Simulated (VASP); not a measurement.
Tb3YPb: single point with PBE

Crystal: Tb3YPb.

```xyz
5
Lattice="4.5234 0.0000 0.0000 0.0000 4.5234 0.0000 0.0000 0.0000 8.2998" Properties=species:S:1:pos:R:3 pbc="T T T"
Tb    0.0000    2.2617    5.6527
Tb    0.0000    0.0000    2.7970
Tb    2.2617    0.0000    5.6527
Y     2.2617    2.2617    0.5524
Pb    0.0000    0.0000    8.0558
```

```
Program             : VASP 6.6.1
Task                : single point
Functional          : PBE
Potentials or basis : VASP PAW PBE potentials, release 64 (Tb_3, Y_sv, Pb_d), 4f in core
Cutoff              : 500 eV
k mesh              : 8 × 8 × 4
Occupations         : gaussian, width 0.1 eV
Spin                : no spin polarisation
```

```
Pressure               : -0.7 GPa
Largest force          : 0.021 eV/Å
Band gap on the k mesh : zero (bands 26 and 27 overlap by 0.51 eV)
```

Forces on the atoms (eV/Å):
```
Tb   0.000  0.000  0.003
Tb   0.000  0.000 -0.021
Tb   0.000  0.000  0.003
Y    0.000  0.000  0.002
Pb   0.000  0.000  0.014
```

Levels at points of the mesh, in eV from the Fermi level:
```tsv
k point	band 23	band 24	band 25	band 26	band 27	band 28	band 29	band 30
(0.00, 0.00, 0.00)	-0.80	-0.80	-0.52	-0.44	-0.36	1.24	1.24	1.36
(0.50, 0.00, 0.00)	-1.14	-1.06	-0.19	-0.05	0.61	0.73	1.02	1.32
(0.50, 0.50, 0.00)	-0.97	-0.67	-0.61	-0.61	0.32	0.32	0.45	0.98
(0.00, 0.00, 0.50)	-0.61	-0.61	-0.35	-0.28	-0.21	0.70	0.80	0.80
(0.50, 0.00, 0.50)	-0.95	-0.59	-0.33	-0.19	0.75	0.90	1.01	1.52
(0.50, 0.50, 0.50)	-1.46	-0.50	-0.31	-0.31	0.13	0.13	0.36	1.07
```

Wall time 3.1 min on 1 thread of AMD EPYC 9R45 96-Core Processor (Zen 5), on a shared host, peak memory 0.42 GiB.

Caveat: spin-orbit coupling is left out, which moves the levels of the heavy elements; the 4f electrons are frozen in the core, so they carry no moment and show no levels. Spin polarisation is off, so any magnetic state and its effect on volume and gap are missing.
